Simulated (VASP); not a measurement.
Here is a VASP 6.6.1 calculation.

INCAR

```
PREC = Accurate
ENCUT = 520
EDIFF = 1E-8
ISMEAR = 0
SIGMA = 0.01
LREAL = F
LASPH = T
NELM = 60
ALGO = Normal
ISIF = 2
LWAVE = F
LCHARG = F
METAGGA = R2SCAN
LMIXTAU = T
LCALCEPS = T
```

KPOINTS

```
Automatic mesh
0
Gamma
  6 6 6
```

Contents of POSCAR:

```
PbF2
1.0
    0.0000000000      2.9604381111      2.9604381111
    2.9604381111      0.0000000000      2.9604381111
    2.9604381111      2.9604381111      0.0000000000
Pb F
1 2
Direct
    0.0000000000      0.0000000000      0.0000000000
    0.2500000000      0.2500000000      0.2500000000
    0.7500000000      0.7500000000      0.7500000000
```

Potentials or basis: VASP PAW PBE potentials, release 64 (Pb_d, F).

Command:

```bash
$ cat potpaw_PBE.64/Pb_d/POTCAR potpaw_PBE.64/F/POTCAR > POTCAR
$ mpirun -np 1 vasp_std > vasp.out
```

Task: Estimate the electronic dielectric tensor (diagonal).

Result: 3.16.

Task: Estimate the Born charges (mean of the diagonal).

Result: Pb +3.19; F -1.60 e.

Task: Predict the band gap on the k mesh.

Result: 4.96 eV (least direct gap 5.08 eV).

Born effective charge tensors (e):
atom 1, Pb
```
3.19 0.00 0.00
0.00 3.19 0.00
0.00 0.00 3.19
```
atom 2, F
```
-1.60  0.00  0.00
 0.00 -1.60  0.00
 0.00  0.00 -1.60
```
atom 3, F
```
-1.60  0.00  0.00
 0.00 -1.60  0.00
 0.00  0.00 -1.60
```

Caveat: spin-orbit coupling is left out, which moves the levels of the heavy elements. A k mesh can miss the band edges.
